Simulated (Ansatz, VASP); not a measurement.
# One calculation of BN, two programs

File INCAR:

```
  PREC = Accurate
  ENCUT = 600
  EDIFF = 1E-6
  ISMEAR = 0
  SIGMA = 0.05
  LREAL = F
  LASPH = T
  NELM = 120
  ALGO = Normal
  ISIF = 2
  LWAVE = F
  LCHARG = T
  GGA = PE
  IVDW = 12
  LELF = T
  LVHAR = T
  NBANDS = 11
  GGA_COMPAT = F
```

KPOINTS

```
regular mesh
0
Gamma
  12 12 12
```

File POSCAR:

```
BN
1.0
    0.0000000000      3.4953158300      2.1660912400
    1.2516321000      0.0000000000      2.1660912400
    1.2516321000      3.4953158300      0.0000000000
B N
1 1
Direct
    0.0000486500      0.0000486500      0.9999513500
    0.7061532154      0.8348969462      0.1651030538
```

Input for Ansatz:

```yaml
crystal:
  lattice:
    - [0.0, 3.49531583, 2.16609124]
    - [1.2516321, 0.0, 2.16609124]
    - [1.2516321, 3.49531583, 0.0]
  atoms:
    - { symbol: B, position: [4.865e-05, 4.865e-05, 0.99995135] }
    - { symbol: "N", position: [0.7061532154, 0.8348969462, 0.1651030538] }
basis:
  ecutwfc: 420
kpoints:
  mp_grid: { grid: [12, 12, 12] }
hamiltonian:
  xc: pbe
  dispersion: d3bj
scf:
  occupations: { method: gaussian, width: 0.05 }
output:
  forces: true
  stress: true
  eigenvalues: true
```

Alike in both runs: task single point; functional PBE; dispersion D3(BJ); k mesh 12 × 12 × 12; occupations gaussian, width 0.05 eV; no spin polarisation.

|  | VASP | Ansatz |
| --- | --- | --- |
| version | VASP 6.6.1 | Ansatz 0.2.0 |
| potentials or method | VASP PAW PBE potentials, release 64 (B, N), cutoff 600 eV | scalar-relativistic, plane waves, PAW |
| valence electrons in the cell | 8 | 8 |

|  | VASP | Ansatz | Ansatz less VASP |
| --- | --- | --- | --- |
| gap on the k mesh at the Fermi level (eV) | 0.18 | 0.18 | -0.001 |
| least direct gap on the mesh (eV) | 1.03 | 1.04 | +0.008 |
| rms of the force components (eV/Å) | 16.805 | 16.519 | -0.2861 |

Atom by atom the forces differ by 0.294 eV/Å (rms over components).
